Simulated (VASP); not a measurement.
# BaNaBiWO6 (F-43m) in VASP: single point with PBE

Aim: the single point of BaNaBiWO6 with PBE.

All numbers are computed with VASP 6.6.1; they aren't measurements. Logs are shortened: lines on timing, memory, paths and dates and some standing lists are left out, and cuts for length are marked.

**1. The cell of the first run**

It takes space group F-43m (No. 216, cubic). Conventional cell: a = 8.565 Å, b = 8.565 Å, c = 8.565 Å, α = 90.00°, β = 90.00°, γ = 90.00°. Within 4.0 Å of Na (site symmetry -43m) lie 12 O at 3.03 Å and 4 Bi at 3.71 Å and 4 W at 3.71 Å. Ba (site symmetry -43m) has 12 O at 3.03 Å and 4 Bi at 3.71 Å and 4 W at 3.71 Å within 4.0 Å. Bi (site symmetry -43m) has 6 O at 2.33 Å within 3.1 Å. Within 2.6 Å of W (site symmetry -43m) lie 6 O at 1.95 Å. O (site symmetry 2mm) has 1 W at 1.95 Å and 1 Bi at 2.33 Å within 2.6 Å.

**2. Single point, PBE**

INCAR

```
SYSTEM = BaNaBiWO6
PREC     = Accurate       ! precision mode
ENCUT    = 970            ! plane-wave cutoff, eV
EDIFF    = 1E-6           ! SCF threshold, eV
ISMEAR   = 0              ! smearing method
SIGMA    = 0.01           ! smearing width, eV
LREAL    = .FALSE.        ! projectors in reciprocal space
LASPH    = .TRUE.         ! aspherical terms in the spheres
NELM     = 120            ! most SCF steps
ALGO     = Normal         ! electronic algorithm
ISIF     = 2              ! what is computed and relaxed
LWAVE    = .FALSE.        ! write WAVECAR
LCHARG   = .FALSE.        ! write CHGCAR
GGA      = PE             ! functional
NBANDS   = 53             ! bands
GGA_COMPAT= .FALSE.
```

KPOINTS

```
Automatic mesh
0
G
  4 4 4
  0 0 0
```

POSCAR

```
BaNaBiWO6
1.0
    0.0000000000      4.2826080000      4.2826080000
    4.2826080000      0.0000000000      4.2826080000
    4.2826080000      4.2826080000      0.0000000000
Na Ba Bi W O
1 1 1 1 6
Direct
    0.7500000000      0.7500000000      0.7500000000
    0.2500000000      0.2500000000      0.2500000000
    0.0000000000      0.0000000000      0.0000000000
    0.5000000000      0.5000000000      0.5000000000
    0.7279980000      0.2720020000      0.2720020000
    0.2720020000      0.7279980000      0.7279980000
    0.7279980000      0.7279980000      0.2720020000
    0.2720020000      0.2720020000      0.7279980000
    0.2720020000      0.7279980000      0.2720020000
    0.7279980000      0.2720020000      0.7279980000
```

Potentials or basis: VASP PAW PBE potentials, release 64 (Na_sv, Ba_sv, Bi_d, W_sv, O).

Launch:

```console
cat potpaw_PBE.64/Na_sv/POTCAR potpaw_PBE.64/Ba_sv/POTCAR potpaw_PBE.64/Bi_d/POTCAR potpaw_PBE.64/W_sv/POTCAR potpaw_PBE.64/O/POTCAR > POTCAR
mpirun -np 1 vasp_std > vasp.out
```

OUTCAR:

```text
SYSTEM = BaNaBiWO6
   PREC = Accurate
   ENCUT = 970
   EDIFF = 1E-6
   ISMEAR = 0
   LREAL = .FALSE.
   LASPH = .TRUE.
   NELM = 120
   ISIF = 2
   GGA = PE

 ion  position               nearest neighbor table
   1  0.750  0.750  0.750-
   2  0.250  0.250  0.250-   5 3.03   8 3.03   9 3.03   6 3.03   8 3.03  10 3.03   6 3.03   7 3.03
                             9 3.03   5 3.03   7 3.03  10 3.03   4 3.71   3 3.71   3 3.71   4 3.71
   3  0.000  0.000  0.000-   5 2.33   6 2.33   7 2.33   8 2.33   9 2.33  10 2.33   2 3.71   2 3.71
                             2 3.71   2 3.71
   4  0.500  0.500  0.500-   5 1.95   6 1.95   7 1.95   8 1.95   9 1.95  10 1.95   2 3.71   2 3.71
                             2 3.71   2 3.71
   5  0.728  0.272  0.272-   4 1.95   3 2.33   2 3.03   2 3.03
   6  0.272  0.728  0.728-   4 1.95   3 2.33   2 3.03   2 3.03
   7  0.728  0.728  0.272-   4 1.95   3 2.33   2 3.03   2 3.03
   8  0.272  0.272  0.728-   4 1.95   3 2.33   2 3.03   2 3.03
   9  0.272  0.728  0.272-   4 1.95   3 2.33   2 3.03   2 3.03
  10  0.728  0.272  0.728-   4 1.95   3 2.33   2 3.03   2 3.03

  LATTYP: Found a face centered cubic cell.
 ALAT       =     8.5652160000

  Lattice vectors:

 A1 = (   0.0000000000,   4.2826080000,   4.2826080000)
 A2 = (   4.2826080000,   0.0000000000,   4.2826080000)
 A3 = (   4.2826080000,   4.2826080000,   0.0000000000)

Analysis of symmetry for initial positions (statically):
=====================================================================
 Subroutine PRICEL returns:
 Original cell was already a primitive cell.

 Routine SETGRP: Setting up the symmetry group for a
 face centered cubic supercell.

 Subroutine GETGRP returns: Found 24 space group operations
 (whereof 24 operations were pure point group operations)
 out of a pool of 48 trial point group operations.

The static configuration has the point symmetry T_d .

Analysis of symmetry for dynamics (positions and initial velocities):
=====================================================================
 Subroutine PRICEL returns:
 Original cell was already a primitive cell.

 Routine SETGRP: Setting up the symmetry group for a
 face centered cubic supercell.

 Subroutine GETGRP returns: Found 24 space group operations
 (whereof 24 operations were pure point group operations)
 out of a pool of 48 trial point group operations.

The dynamic configuration has the point symmetry T_d .

 Subroutine INISYM returns: Found 24 space group operations
 (whereof 24 operations are pure point group operations),
 and found     1 'primitive' translations

----------------------------------------------------------------------------------------

                                     Primitive cell

  volume of cell :     157.0923

  direct lattice vectors                    reciprocal lattice vectors
     0.000000000  4.282608000  4.282608000    -0.116751288  0.116751288  0.116751288
     4.282608000  0.000000000  4.282608000     0.116751288 -0.116751288  0.116751288
     4.282608000  4.282608000  0.000000000     0.116751288  0.116751288 -0.116751288

  length of vectors
     6.056522316  6.056522316  6.056522316     0.202219163  0.202219163  0.202219163

  position of ions in fractional coordinates (direct lattice)
     0.750000000  0.750000000  0.750000000
     0.250000000  0.250000000  0.250000000
     0.000000000  0.000000000  0.000000000
     0.500000000  0.500000000  0.500000000
     0.727998000  0.272002000  0.272002000
     0.272002000  0.727998000  0.727998000
     0.727998000  0.727998000  0.272002000
     0.272002000  0.272002000  0.727998000
     0.272002000  0.727998000  0.272002000
     0.727998000  0.272002000  0.727998000

  ion indices of the primitive-cell ions
   primitive index   ion index
                 1           1
                 2           2
                 3           3
                 4           4
                 5           5
                 6           6
                 7           7
                 8           8
                 9           9
                10          10

----------------------------------------------------------------------------------------

 KPOINTS: Automatic mesh

Automatic generation of k-mesh.
 Grid dimensions read from file:
 generate k-points for:    4    4    4

 Generating k-lattice:

  Cartesian coordinates                     Fractional coordinates (reciprocal lattice)
    -0.029187822  0.029187822  0.029187822     0.250000000  0.000000000  0.000000000
     0.029187822 -0.029187822  0.029187822     0.000000000  0.250000000  0.000000000
     0.029187822  0.029187822 -0.029187822     0.000000000  0.000000000  0.250000000

  Length of vectors
     0.050554791  0.050554791  0.050554791

  Shift w.r.t. Gamma in fractional coordinates (k-lattice)
     0.000000000  0.000000000  0.000000000

 Subroutine IBZKPT returns following result:
 ===========================================

 Found      8 irreducible k-points:

 Following reciprocal coordinates:
            Coordinates               Weight
  0.000000  0.000000  0.000000      1.000000
  0.250000  0.000000  0.000000      8.000000
  0.500000  0.000000  0.000000      4.000000
  0.250000  0.250000  0.000000      6.000000
  0.500000  0.250000  0.000000     24.000000
 -0.250000  0.250000  0.000000     12.000000
  0.500000  0.500000  0.000000      3.000000
 -0.250000  0.500000  0.250000      6.000000
   k-points           NKPTS =      8   k-points in BZ     NKDIM =      8   number of bands    NBANDS=     53
   number of dos      NEDOS =    301   number of ions     NIONS =     10
   total plane-waves  NPLWV = 262144
   dimension x,y,z NGX =    64 NGY =   64 NGZ =   64
   dimension x,y,z NGXF=   128 NGYF=  128 NGZF=  128
   ions per type =               1   1   1   1   6
   NGX,Y,Z   is equivalent  to a cutoff of  17.57, 17.57, 17.57 a.u.
   NGXF,Y,Z  is equivalent  to a cutoff of  35.13, 35.13, 35.13 a.u.
 SYSTEM =  BaNaBiWO6
   PREC   = accura    normal or accurate (medium, high low for compatibility)
   ISTART =      0    job   : 0-new  1-cont  2-samecut
   ICHARG =      2    charge: 1-file 2-atom 10-const
   ISPIN  =      1    spin polarized calculation?
   LNONCOLLINEAR =      F non collinear calculations
   LSORBIT =      F    spin-orbit coupling
   LASPH  =      T    aspherical Exc in radial PAW
   ENCUT  =  970.0 eV  71.29 Ry    8.44 a.u.  15.38 15.38 15.38*2*pi/ulx,y,z
   NELM   =    120;   NELMIN=  2; NELMDL= -5     # of ELM steps
   EDIFF  = 0.1E-05   stopping-criterion for ELM
   LREAL  =      F    real-space projection
   EDIFFG = 0.1E-04   stopping-criterion for IOM
   NSW    =      0    number of steps for IOM
   IBRION =     -1    ionic relax: 0-MD 1-quasi-New 2-CG
   NFREE  =      0    steps in history (QN), initial steepest desc. (CG)
   ISIF   =      2    stress and relaxation
   ISYM   =      2    0-nonsym 1-usesym 2-fastsym
   POTIM  = 0.5000    time-step for ionic-motion
   TEBEG  =    0.0;   TEEND  =   0.0 temperature during run
   PSTRESS=    0.0 pullay stress
   NELECT =      84.0000    total number of electrons
   NUPDOWN=      -1.0000    fix difference up-down
   EMIN   =  10.00;   EMAX   =-10.00  energy-range for DOS
   EFERMI =   0.00;   METHOD = LEGACY
   ISMEAR =     0;   SIGMA  =   0.01  broadening in eV -4-tet -1-fermi 0-gaus
   EFERMI_NEDOS =   21; number of points for ismear=-14 and -15
   IALGO  =     38    algorithm
   IMIX   =      4    mixing-type and parameters
     AMIX     =   0.40;   BMIX     =  1.00
     AMIX_MAG =   1.60;   BMIX_MAG =  1.00
  volume/ion in A,a.u.               =      15.71       106.01
  Fermi-wavevector in a.u.,A,eV,Ry     =   1.328769  2.511010 24.022827  1.765628
  Thomas-Fermi vector in A             =   2.457982
   LORBIT       =      0    0 simple, 1 ext, 2 COOP (PROOUT), +10 PAW based schemes
   GGA     = PE    functional components
   LHFCALC =     F    Hartree Fock is set to
   AEXX    =    0.0000 exact exchange contribution
   IVDW    =     0    specifies the selected vdW correction
   LEPSILON=     F    determine dielectric tensor
   LRPA    =     F    only Hartree local field effects (RPA)
 non-spin polarized calculation
 Gauss-broadening in eV      SIGMA  =   0.01
  energy-cutoff  :      970.00
  volume of cell :      157.09
 maximum number of plane-waves:     10850
 NGX is ok and might be reduce to    64
   NGX = 31   NGY = 31   NGZ = 31

 number of electron      84.0000003 magnetization

 Free energy of the ion-electron system (eV)
  ---------------------------------------------------
  ext. energy  EPLUGINS =         0.00000000
  ---------------------------------------------------
  free energy    TOTEN  =       -70.19251670 eV

  energy without entropy =      -70.19251670  energy(sigma->0) =      -70.19251670

 E-fermi :   3.9392     XC(G=0):  -9.9427

 val. band max:        3.7396751718   @ k =   0.5000   0.0000   0.0000
 cond. band min:       5.6054074851   @ k =   0.5000   0.0000   0.0000
 fundamental gap:      1.8657323133
 Fermi energy:         3.9391932341

 k-point     1 :       0.0000    0.0000    0.0000
  band No.  band energies     occupation
      1     -71.7246      2.00000
      2     -47.8722      2.00000
      3     -35.8616      2.00000
      4     -35.8616      2.00000
      5     -35.8616      2.00000
      6     -22.9117      2.00000
[... 45 lines left out ...]
     52      10.7882      0.00000
     53      10.7882      0.00000

 k-point     2 :       0.2500    0.0000    0.0000
  band No.  band energies     occupation
      1     -71.7246      2.00000
      2     -47.8722      2.00000
      3     -35.8617      2.00000
      4     -35.8616      2.00000
      5     -35.8616      2.00000
      6     -22.9090      2.00000
[... 45 lines left out ...]
     52      10.3730      0.00000
     53      10.4448      0.00000
[... 278 lines left out ...]
     52      10.8668      0.00000
     53      10.9455      0.00000

 k-point     8 :      -0.2500    0.5000    0.2500
  band No.  band energies     occupation
      1     -71.7246      2.00000
      2     -47.8721      2.00000
      3     -35.8617      2.00000
      4     -35.8617      2.00000
      5     -35.8616      2.00000
      6     -22.9046      2.00000
[... 45 lines left out ...]
     52      10.2016      0.00000
     53      10.6413      0.00000

------------------------ aborting loop because EDIFF is reached ----------------------------------------

  FORCE on cell =-STRESS in cart. coord.  units (eV):
  Direction    XX          YY          ZZ          XY          YZ          ZX
  --------------------------------------------------------------------------------------
  -------------------------------------------------------------------------------------
  Total       -1.6122266     -1.6122266     -1.6122266      0.0000000      0.0000000      0.0000000
  in kB      -16.4430240    -16.4430240    -16.4430240      0.0000000      0.0000000      0.0000000
  external PRESSURE =     -16.4430240 kB  Pullay stress =       0.0000000 kB

 VOLUME and BASIS-vectors are now :
 -----------------------------------------------------------------------------
  energy-cutoff  :      970.00
  volume of cell :      157.09
      direct lattice vectors                 reciprocal lattice vectors
     0.000000000  4.282608000  4.282608000    -0.116751288  0.116751288  0.116751288
     4.282608000  0.000000000  4.282608000     0.116751288 -0.116751288  0.116751288
     4.282608000  4.282608000  0.000000000     0.116751288  0.116751288 -0.116751288

 POSITION                                       TOTAL-FORCE (eV/Angst)
 -----------------------------------------------------------------------------------
      6.42391      6.42391      6.42391         0.000000      0.000000     -0.000000
      2.14130      2.14130      2.14130         0.000000      0.000000     -0.000000
      0.00000      0.00000      0.00000         0.000000      0.000000     -0.000000
      4.28261      4.28261      4.28261         0.000000      0.000000     -0.000000
      2.32976      4.28261      4.28261         0.453956      0.000000      0.000000
      6.23546      4.28261      4.28261        -0.453956      0.000000      0.000000
      4.28261      4.28261      6.23546         0.000000      0.000000     -0.453956
      4.28261      4.28261      2.32976         0.000000      0.000000      0.453956
      4.28261      2.32976      4.28261         0.000000      0.453956      0.000000
      4.28261      6.23546      4.28261         0.000000     -0.453956      0.000000
 -----------------------------------------------------------------------------------
    total drift:                               -0.000000     -0.000000     -0.000000

  FREE ENERGIE OF THE ION-ELECTRON SYSTEM (eV)
  ---------------------------------------------------
  free  energy   TOTEN  =       -70.1925167011 eV

  energy  without entropy=      -70.1925167011  energy(sigma->0) =      -70.19251670
```

Wall time 2.4 min (1 thread of Intel Xeon Platinum 8559C (Emerald Rapids), shared host); peak memory 0.65 GiB.

What came out:

```
Free energy            : -70.1925 eV
Pressure               : -1.6 GPa
Largest force          : 0.454 eV/Å
Band gap on the k mesh : 1.87 eV
```

Forces in eV/Å, atoms in the order of the input:
```
Na   0.000  0.000  0.000
Ba   0.000  0.000  0.000
Bi   0.000  0.000  0.000
W    0.000  0.000  0.000
O    0.454  0.000  0.000
O   -0.454  0.000  0.000
O    0.000  0.000 -0.454
O    0.000  0.000  0.454
O    0.000  0.454  0.000
O    0.000 -0.454  0.000
```

Levels at points of the mesh, in eV from the valence-band top:
```csv
k point,band 39,band 40,band 41,band 42,band 43,band 44,band 45,band 46
"(0.00, 0.00, 0.00)",-1.75,-0.91,-0.91,-0.91,2.24,2.24,2.24,3.78
"(0.50, 0.00, 0.00)",-1.43,-1.43,-1.17,0.00,1.87,2.34,2.34,3.95
"(0.50, 0.50, 0.00)",-1.95,-1.58,-1.58,-0.94,2.05,2.94,2.94,4.78
```

Caveat: spin-orbit coupling is left out, which moves the levels of the heavy elements. A k mesh can miss the band edges.
